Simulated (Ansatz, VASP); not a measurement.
MgO in VASP and in Ansatz

The input INCAR:

```
  PREC = Accurate
  ENCUT = 520
  EDIFF = 1E-7
  ISMEAR = 0
  SIGMA = 0.05
  LREAL = F
  LASPH = T
  NELM = 60
  ALGO = Normal
  ISIF = 2
  LWAVE = F
  LCHARG = F
  GGA = PE
  NBANDS = 11
```

KPOINTS

```
regular mesh
0
Gamma
  10 10 10
```

POSCAR

```
MgO
1.0
    0.0000000000      2.1351500000      2.1351500000
    1.9750137500      0.0000000000      2.1351500000
    1.9750137500      2.1351500000      0.0000000000
Mg O
1 1
Direct
    0.0000000000      0.0000000000      0.0000000000
    0.5000000000      0.5000000000      0.5000000000
```

Input for Ansatz:

```yaml
crystal:
  lattice:
    - [0.0, 2.13515, 2.13515]
    - [1.97501375, 0.0, 2.13515]
    - [1.97501375, 2.13515, 0.0]
  atoms:
    - { symbol: Mg, position: [0.0, 0.0, 0.0] }
    - { symbol: O, position: [0.5, 0.5, 0.5] }
basis:
  ecutwfc: 420
kpoints:
  mp_grid: { grid: [10, 10, 10] }
hamiltonian:
  xc: pbe
scf:
  occupations: { method: gaussian, width: 0.05 }
output:
  forces: true
  stress: true
  eigenvalues: true
```

Change from the starting cell: strain -0.0750 x Voigt [1, 0, 0, 0, 0, 0], atoms carried along.

Alike in both runs: task single point; functional PBE; k mesh 10 × 10 × 10; occupations gaussian, width 0.05 eV; no spin polarisation.

|  | VASP | Ansatz |
| --- | --- | --- |
| version | VASP 6.6.1 | Ansatz 0.2.0 |
| potentials or method | VASP PAW PBE potentials, release 64 (Mg, O), cutoff 520 eV | scalar-relativistic, plane waves, PAW |
| valence electrons in the cell | 8 | 16 |

Ansatz gave:

* gap on the k mesh at the Fermi level (eV): 5.00
* least direct gap on the mesh (eV): 5.00
* pressure (GPa): 13.7
* traceless stress, the component that is largest in VASP (GPa): 15.51

Q: What did VASP give for the same quantities?

A: gap on the k mesh at the Fermi level (eV): 4.99; least direct gap on the mesh (eV): 4.99; pressure (GPa): 13.0; traceless stress, the component that is largest in VASP (GPa): 15.66.

VASP's potentials hold 8 valence electrons a cell and Ansatz's 16, so a difference there can come from the potentials and not from the codes.
